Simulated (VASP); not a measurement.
# Ir in VASP: relaxation of the atoms with PBE

Aim: the relaxation of the atoms of Ir with PBE.

Everything below comes from runs of VASP 6.6.1. Logs are shortened: lines on timing, memory, paths and dates and some standing lists are left out, and cuts for length are marked.

## Step 1: The cell of the first run

The cell holds a slab with vacuum, 4 atoms: a = 2.737 Å, b = 3.871 Å, c = 18.105 Å, α = 90.00°, β = 90.00°, γ = 90.00°.

## Step 2: Relaxation of the atoms, PBE

INCAR reads:

```
SYSTEM = Ir
ALGO = Normal
DIPOL = 0.5 0.5 0.500
EDIFF = 1E-7
EDIFFG = -0.03
ENCUT = 450
GGA = PE
GGA_COMPAT = .FALSE.
IBRION = 2
IDIPOL = 3
ISIF = 2
ISMEAR = 0
LASPH = .TRUE.
LCHARG = .FALSE.
LDIPOL = .TRUE.
LREAL = .FALSE.
LWAVE = .FALSE.
NELM = 120
NELMDL = -8
NELMIN = 4
NSW = 70
PREC = Accurate
SIGMA = 0.1
```

KPOINTS reads:

```
k-points
0
G
  10 8 1
  0 0 0
```

POSCAR reads:

```
Ir
1.0
    2.7369678276      0.0000000000      0.0000000000
    0.0000000000      3.8706570215      0.0000000000
    0.0000000000      0.0000000000     18.1054517414
Ir
4
Selective dynamics
Direct
    0.5000000000      0.5000000000      0.3866238799  F F F
    0.0000000000      0.0000000000      0.4622079600  F F F
    0.5000000000      0.5000000000      0.5377920400  T T T
    0.0000000000      0.0000000000      0.6133761201  T T T
```

Potentials or basis: VASP PAW PBE potentials, release 64 (Ir).

Run with:

```bash
cat potpaw_PBE.64/Ir/POTCAR > POTCAR
mpirun -np 1 vasp_std > vasp.out
```

OUTCAR:

```text
SYSTEM = Ir
   EDIFF = 1E-7
   EDIFFG = -0.03
   ENCUT = 450
   GGA = PE
   IBRION = 2
   ISIF = 2
   ISMEAR = 0
   LASPH = .TRUE.
   LREAL = .FALSE.
   NELM = 120
   NELMDL = -8
   NELMIN = 4
   NSW = 70
   PREC = Accurate

 ion  position               nearest neighbor table
   1  0.500  0.500  0.387-   3 2.74   2 2.74   2 2.74   2 2.74   2 2.74
   2  0.000  0.000  0.462-   3 2.74   3 2.74   3 2.74   3 2.74   4 2.74   1 2.74   1 2.74   1 2.74
                             1 2.74
   3  0.500  0.500  0.538-   2 2.74   2 2.74   2 2.74   2 2.74   1 2.74   4 2.74   4 2.74   4 2.74
                             4 2.74
   4  0.000  0.000  0.613-   2 2.74   3 2.74   3 2.74   3 2.74   3 2.74

  LATTYP: Found a simple orthorhombic cell.
 ALAT       =     2.7369678276
 B/A-ratio  =     1.4142135623
 C/A-ratio  =     6.6151496407

  Lattice vectors:

 A1 = (   2.7369678276,   0.0000000000,   0.0000000000)
 A2 = (   0.0000000000,   3.8706570215,   0.0000000000)
 A3 = (   0.0000000000,   0.0000000000,  18.1054517414)

Analysis of symmetry for initial positions (statically):
=====================================================================
 Subroutine PRICEL returns:
 Original cell was already a primitive cell.

 Routine SETGRP: Setting up the symmetry group for a
 simple orthorhombic supercell.

 Subroutine GETGRP returns: Found  8 space group operations
 (whereof  4 operations were pure point group operations)
 out of a pool of  8 trial point group operations.

The static configuration has the point symmetry C_2v.
 The point group associated with its full space group is D_2h.

Analysis of symmetry for dynamics (positions and initial velocities):
=====================================================================
 Subroutine PRICEL returns:
 Original cell was already a primitive cell.

 Routine SETGRP: Setting up the symmetry group for a
 simple orthorhombic supercell.

 Subroutine GETGRP returns: Found  8 space group operations
 (whereof  4 operations were pure point group operations)
 out of a pool of  8 trial point group operations.

The dynamic configuration has the point symmetry C_2v.
 The point group associated with its full space group is D_2h.

Analysis of constrained symmetry for selective dynamics:
=====================================================================
 Subroutine PRICEL returns:
 Original cell was already a primitive cell.

 Routine SETGRP: Setting up the symmetry group for a
 simple orthorhombic supercell.

 Subroutine GETGRP returns: Found  4 space group operations
 (whereof  4 operations were pure point group operations)
 out of a pool of  8 trial point group operations.

The constrained configuration has the point symmetry C_2v.

 Subroutine INISYM returns: Found  4 space group operations
 (whereof  4 operations are pure point group operations),
 and found     1 'primitive' translations

----------------------------------------------------------------------------------------

                                     Primitive cell

  volume of cell :     191.8067

  direct lattice vectors                    reciprocal lattice vectors
     2.736967828  0.000000000  0.000000000     0.365367831  0.000000000  0.000000000
     0.000000000  3.870657022  0.000000000     0.000000000  0.258354071  0.000000000
     0.000000000  0.000000000 18.105451741     0.000000000  0.000000000  0.055231983

  length of vectors
     2.736967828  3.870657022 18.105451741     0.365367831  0.258354071  0.055231983

  position of ions in fractional coordinates (direct lattice)
     0.500000000  0.500000000  0.386623880
     0.000000000  0.000000000  0.462207960
     0.500000000  0.500000000  0.537792040
     0.000000000  0.000000000  0.613376120

  ion indices of the primitive-cell ions
   primitive index   ion index
                 1           1
[... 65 lines left out ...]
 SYSTEM =  Ir
   PREC   = accura    normal or accurate (medium, high low for compatibility)
   ISTART =      0    job   : 0-new  1-cont  2-samecut
   ICHARG =      2    charge: 1-file 2-atom 10-const
   ISPIN  =      1    spin polarized calculation?
   LNONCOLLINEAR =      F non collinear calculations
   LSORBIT =      F    spin-orbit coupling
   LASPH  =      T    aspherical Exc in radial PAW
   ENCUT  =  450.0 eV  33.07 Ry    5.75 a.u.   4.73  6.69 31.32*2*pi/ulx,y,z
   NELM   =    120;   NELMIN=  4; NELMDL= -8     # of ELM steps
   EDIFF  = 0.1E-06   stopping-criterion for ELM
   LREAL  =      F    real-space projection
   EDIFFG = -.3E-01   stopping-criterion for IOM
   NSW    =     70    number of steps for IOM
   IBRION =      2    ionic relax: 0-MD 1-quasi-New 2-CG
   NFREE  =      1    steps in history (QN), initial steepest desc. (CG)
   ISIF   =      2    stress and relaxation
   ISYM   =      2    0-nonsym 1-usesym 2-fastsym
   POTIM  = 0.5000    time-step for ionic-motion
   TEBEG  =    0.0;   TEEND  =   0.0 temperature during run
   PSTRESS=    0.0 pullay stress
   NELECT =      36.0000    total number of electrons
   NUPDOWN=      -1.0000    fix difference up-down
   EMIN   =  10.00;   EMAX   =-10.00  energy-range for DOS
   EFERMI =   0.00;   METHOD = LEGACY
   ISMEAR =     0;   SIGMA  =   0.10  broadening in eV -4-tet -1-fermi 0-gaus
   EFERMI_NEDOS =   21; number of points for ismear=-14 and -15
   IALGO  =     38    algorithm
   IMIX   =      4    mixing-type and parameters
     AMIX     =   0.40;   BMIX     =  1.00
     AMIX_MAG =   1.60;   BMIX_MAG =  1.00
  volume/ion in A,a.u.               =      47.95       323.59
  Fermi-wavevector in a.u.,A,eV,Ry     =   0.937320  1.771277 11.953647  0.878568
  Thomas-Fermi vector in A             =   2.064419
   LORBIT       =      0    0 simple, 1 ext, 2 COOP (PROOUT), +10 PAW based schemes
   GGA     = PE    functional components
   LHFCALC =     F    Hartree Fock is set to
   AEXX    =    0.0000 exact exchange contribution
   IVDW    =     0    specifies the selected vdW correction
   LEPSILON=     F    determine dielectric tensor
   LRPA    =     F    only Hartree local field effects (RPA)
 conjugate gradient relaxation of ions
 non-spin polarized calculation
 Gauss-broadening in eV      SIGMA  =   0.10
  energy-cutoff  :      450.00
  volume of cell :      191.81
 maximum number of plane-waves:      4187
 NGX is ok and might be reduce to    20
   NGX =  9   NGY = 13   NGZ = 63

--------------------------------------- Ionic step        1  -------------------------------------------

 number of electron      36.0000006 magnetization

 Free energy of the ion-electron system (eV)
  ---------------------------------------------------
  ext. energy  EPLUGINS =         0.00000000
  ---------------------------------------------------
  free energy    TOTEN  =       -31.20185372 eV

  energy without entropy =      -31.15864698  energy(sigma->0) =      -31.18025035

------------------------ aborting loop because EDIFF is reached ----------------------------------------

  FORCE on cell =-STRESS in cart. coord.  units (eV):
  Direction    XX          YY          ZZ          XY          YZ          ZX
  --------------------------------------------------------------------------------------
  -------------------------------------------------------------------------------------
  Total       -8.3824823     -6.3514197     -5.0820238      0.0000000      0.0000000      0.0000000
  in kB      -70.0195761    -53.0539403    -42.4505702      0.0000000      0.0000000      0.0000000
  external PRESSURE =     -55.1746955 kB  Pullay stress =       0.0000000 kB
[... 19 lines left out ...]
  FREE ENERGIE OF THE ION-ELECTRON SYSTEM (eV)
  ---------------------------------------------------
  free  energy   TOTEN  =       -31.2018537234 eV

  energy  without entropy=      -31.1586469830  energy(sigma->0) =      -31.18025035

 dipolmoment           0.000000      0.000000      0.000000 electrons x Angstroem

--------------------------------------- Ionic step        2  -------------------------------------------

 number of electron      36.0000003 magnetization

------------------------ aborting loop because EDIFF is reached ----------------------------------------
[... 73 lines left out ...]
 number of electron      36.0000000 magnetization

------------------------ aborting loop because EDIFF is reached ----------------------------------------

 vacuum level on the upper side and lower side of the slab       (xc-potential included)        -0.158         0.028

  FORCE on cell =-STRESS in cart. coord.  units (eV):
  Direction    XX          YY          ZZ          XY          YZ          ZX
  --------------------------------------------------------------------------------------
  -------------------------------------------------------------------------------------
  Total       -7.0879367     -4.0748618     -2.2246469      0.0000000      0.0000000      0.0000000
  in kB      -59.2061285    -34.0376616    -18.5826621      0.0000000      0.0000000      0.0000000
  external PRESSURE =     -37.2754841 kB  Pullay stress =       0.0000000 kB
[... 101 lines left out ...]
--------------------------------------- Ionic step        7  -------------------------------------------

 number of electron      36.0000005 magnetization

 dipolmoment           0.000000      0.000000     -0.010652 electrons x Angstroem

 Free energy of the ion-electron system (eV)
  ---------------------------------------------------
  ext. energy  EPLUGINS =         0.00000000
  ---------------------------------------------------
  free energy    TOTEN  =       -31.30056013 eV

  energy without entropy =      -31.26177701  energy(sigma->0) =      -31.28116857

 E-fermi :  -0.4573     XC(G=0):  -5.3417

 val. band max:       -0.4575683313   @ k =   0.4000   0.2500   0.0000
 cond. band min:      -0.4568349349   @ k =   0.3000   0.1250   0.0000
 fundamental gap:      0.0007333964
 Fermi energy:        -0.4572766120

 k-point     1 :       0.0000    0.0000    0.0000
  band No.  band energies     occupation
      1      -9.9978      2.00000
      2      -7.3630      2.00000
      3      -7.2079      2.00000
      4      -6.0977      2.00000
      5      -5.8544      2.00000
      6      -4.6751      2.00000
[... 589 lines left out ...]
     21       1.8334      0.00000
     22       1.8365      0.00000

 [... further k-points ...]

------------------------ aborting loop because EDIFF is reached ----------------------------------------

 vacuum level on the upper side and lower side of the slab       (xc-potential included)        -0.162        -0.021

  FORCE on cell =-STRESS in cart. coord.  units (eV):
  Direction    XX          YY          ZZ          XY          YZ          ZX
  --------------------------------------------------------------------------------------
  -------------------------------------------------------------------------------------
  Total       -6.8565332     -3.8256614     -1.5614761      0.0000000      0.0000000      0.0000000
  in kB      -57.2731958    -31.9560701    -13.0431407      0.0000000      0.0000000      0.0000000
  external PRESSURE =     -34.0908022 kB  Pullay stress =       0.0000000 kB
[... 19 lines left out ...]
  FREE ENERGIE OF THE ION-ELECTRON SYSTEM (eV)
  ---------------------------------------------------
  free  energy   TOTEN  =       -31.3005601258 eV

  energy  without entropy=      -31.2617770107  energy(sigma->0) =      -31.28116857

 reached required accuracy - stopping structural energy minimisation

 vacuum level on the upper side and lower side of the slab         4.291         4.438
```

Run time: 13 min. Hardware: 1 thread of Intel Xeon Platinum 8259CL at 2.50GHz (Skylake/Cascade Lake), shared host; peak memory 0.3 GiB.

What came out:

| Item | Value |
| --- | --- |
| Free energy | -31.3006 eV |
| Energy gained by relaxing | 24.7 meV/atom |
| Ionic steps | 7 |
| Band gap on the k mesh | zero (bands 18 and 19 overlap by 1.06 eV) |

The path:
| step | energy change (eV) | largest force on free atoms (eV/Å) | pressure (GPa) |
| --- | --- | --- | --- |
| 1 | 0.0000 | 1.3227 | -5.52 |
| 2 | -0.0691 | 0.7559 | -4.70 |
| 3 | -0.0948 | 0.1861 | -3.68 |
| 4 | -0.0948 | 0.1774 | -3.73 |
| 5 | -0.0965 | 0.1365 | -3.65 |
| 6 | -0.0986 | 0.0305 | -3.46 |
| 7 | -0.0987 | 0.0150 | -3.41 |

Final structure:
```xyz
4
Lattice="2.7370 0.0000 0.0000 0.0000 3.8707 0.0000 0.0000 0.0000 18.1055" Properties=species:S:1:pos:R:3 pbc="T T T"
Ir    1.3685    1.9353    7.0000
Ir    0.0000    0.0000    8.3685
Ir    1.3685    1.9353    9.7254
Ir    0.0000    0.0000   10.9648
```

Caveat: spin-orbit coupling is left out, which moves the levels of the heavy elements.
